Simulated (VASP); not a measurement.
CuI:

```
Cu I
1.0
     0.00000    2.96962    2.96962
     2.96962    0.00000    2.96962
     2.96962    2.96962    0.00000
Cu I
1 1
Cartesian
  1.4848 1.4848 1.4848
  0.0000 0.0000 0.0000
```

```yaml
Program: VASP 6.6.1
Task: relaxation of cell and atoms
Functional: LDA
Potentials_or_basis: VASP PAW LDA potentials, release 64 (Cu, I)
Cutoff: 600 eV
k_mesh: 9 × 9 × 9
Occupations: fermi-dirac, width 0.05 eV
Spin: no spin polarisation
```

At the start: pressure -1.7 GPa; volume 26.19 Å³/atom.

Problem. How do energy, volume and symmetry change on relaxing?

Solution. Over 8 steps the energy falls by 5.9 meV/atom and the volume is 25.22 Å³/atom (-3.7 %); space group F-43m (No. 216, to 0.1 Å) before and after.

The path:
```tsv
step	energy change (eV)	largest force (eV/Å)	pressure (GPa)	volume (Å³)
1	0.0000	0.0000	-1.74	52.38
2	-0.0117	0.0000	-0.26	50.25
3	-0.0107	0.0000	0.64	49.90
4	-0.0115	0.0000	0.37	50.15
5	-0.0116	0.0000	0.29	50.20
6	-0.0118	0.0000	-0.07	50.54
7	-0.0118	0.0000	-0.03	50.46
8	-0.0118	0.0000	0.02	50.44
```

Final structure:
```yaml
crystal:
  lattice:
    - [0.00000, 2.93253, 2.93253]
    - [2.93253, 0.00000, 2.93253]
    - [2.93253, 2.93253, 0.00000]
  atoms:
    - { symbol: Cu, position: [0.25000, 0.25000, 0.25000] }
    - { symbol: I, position: [0.00000, 0.00000, 0.00000] }
```
